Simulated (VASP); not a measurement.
A run of VASP 6.6.1:

The input POSCAR:

```
Mo
1.0
   -1.5749454977      1.5749454977      1.5749454977
    1.5749454977     -1.5749454977      1.5749454977
    1.5749454977      1.5749454977     -1.5749454977
Mo
1
Direct
    0.0000000000      0.0000000000      0.0000000000
```

The input INCAR.step1:

```
ALGO = Normal
EDIFF = 1E-4
ENCUT = 520
GGA = PE
ISMEAR = 0
LASPH = True
LCHARG = False
LREAL = False
LWAVE = True
NBANDS = 13
NELM = 60
PREC = Accurate
SIGMA = 0.1
```

File INCAR.step2:

```
ALGO = Normal
EDIFF = 1E-6
ENCUT = 520
ISIF = 2
ISMEAR = 0
ISTART = 1
LASPH = True
LCHARG = True
LELF = True
LMIXTAU = True
LREAL = False
LVHAR = True
LWAVE = False
METAGGA = R2SCAN
NBANDS = 13
NELM = 60
PREC = Accurate
SIGMA = 0.1
```

KPOINTS

```
k-points
0
Gamma
  16 16 16
```

Potentials or basis: VASP PAW PBE potentials, release 64 (Mo_sv).

Command:

```console
$ cat potpaw_PBE.64/Mo_sv/POTCAR > POTCAR
$ cp INCAR.step1 INCAR
$ mpirun -np 1 vasp_std > vasp.out
$ cp INCAR.step2 INCAR
$ mpirun -np 1 vasp_std > vasp.out
```

Hardware: 1 thread of AMD EPYC 9R14 (Zen 4), on a shared host.

Problem. Estimate the wall time of this run.

Solution. Run time: 89 s on 1 thread of AMD EPYC 9R14 (Zen 4), with other jobs on the host, peak memory 0.11 GiB. Counts: k points 145.
